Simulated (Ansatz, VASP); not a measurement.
# Si3N4 in VASP and in Ansatz

Contents of INCAR:

```
SYSTEM = Si3N4
PREC = Accurate
ENCUT = 520
EDIFF = 1E-7
ISMEAR = 0
SIGMA = 0.1
LREAL = .False.
LASPH = .True.
NELM = 150
ALGO = Normal
ISIF = 2
LWAVE = .False.
LCHARG = .False.
ISPIN = 2
MAGMOM = 0 0 0 1 1 1 1
LORBIT = 11
GGA = PE
NBANDS = 29
```

The input KPOINTS:

```
Automatic mesh
0
Gamma
  4 4 6
  0 0 0
```

File POSCAR:

```
Si3N4
1.0
    3.2542279100     -4.4670753600      0.0000000000
    3.2542279100      4.4670753600      0.0000000000
    0.0000000000      0.0000000000      3.1180597600
Si N
3 4
Direct
    0.5000000000      0.0000000000      0.5000000000
    0.0000000000      0.5000000000      0.5000000000
    0.0000000000      0.0000000000      0.0000000000
    0.7937246600      0.7937246600      0.5000000000
    0.2062753400      0.2062753400      0.5000000000
    0.2277248000      0.7722752000      0.0000000000
    0.7722752000      0.2277248000      0.0000000000
```

Input for Ansatz:

```yaml
crystal:
  lattice:
    - [3.25422791, -4.46707536, 0.0]
    - [3.25422791, 4.46707536, 0.0]
    - [0.0, 0.0, 3.11805976]
  atoms:
    - { symbol: Si, position: [0.5, 0.0, 0.5] }
    - { symbol: Si, position: [0.0, 0.5, 0.5] }
    - { symbol: Si, position: [0.0, 0.0, 0.0] }
    - { symbol: "N", position: [0.79372466, 0.79372466, 0.5], spin: 1.0 }
    - { symbol: "N", position: [0.20627534, 0.20627534, 0.5], spin: 1.0 }
    - { symbol: "N", position: [0.2277248, 0.7722752, 0.0], spin: 1.0 }
    - { symbol: "N", position: [0.7722752, 0.2277248, 0.0], spin: 1.0 }
basis:
  ecutwfc: 420
kpoints:
  mp_grid: { grid: [4, 4, 6] }
hamiltonian:
  xc: pbe
scf:
  occupations: { method: gaussian, width: 0.1 }
  lower_state_search: "off"
output:
  forces: true
  stress: true
  eigenvalues: true
  populations: true
magnetization:
  spin_polarized: true
```

Change from the starting cell: species swapped into the Ni3O4 type (Cmmm, No. 65).

Alike in both runs: task single point; functional PBE; k mesh 4 × 4 × 6; occupations gaussian, width 0.1 eV; collinear spin.

|  | VASP | Ansatz |
| --- | --- | --- |
| version | VASP 6.6.1 | Ansatz 0.2.0 |
| potentials or method | VASP PAW PBE potentials, release 64 (Si, N), cutoff 520 eV | scalar-relativistic, plane waves, PAW |
| valence electrons in the cell | 32 | 32 |

|  | VASP | Ansatz | Ansatz less VASP |
| --- | --- | --- | --- |
| gap on the k mesh at the Fermi level (eV) | none | none | - |
| rms of the force components (eV/Å) | 0.625 | 0.625 | +0.0007 |
| net moment per atom (μB) | 0.00 | 0.00 | 0.000 |

Atom by atom the forces differ by 0.001 eV/Å (rms over components). A gap of «none» marks a metal or a gap that the smearing closes. With one functional, cell and mesh, what is left measures potentials, basis and numerics. Ansatz's warnings: seeded moment not kept.
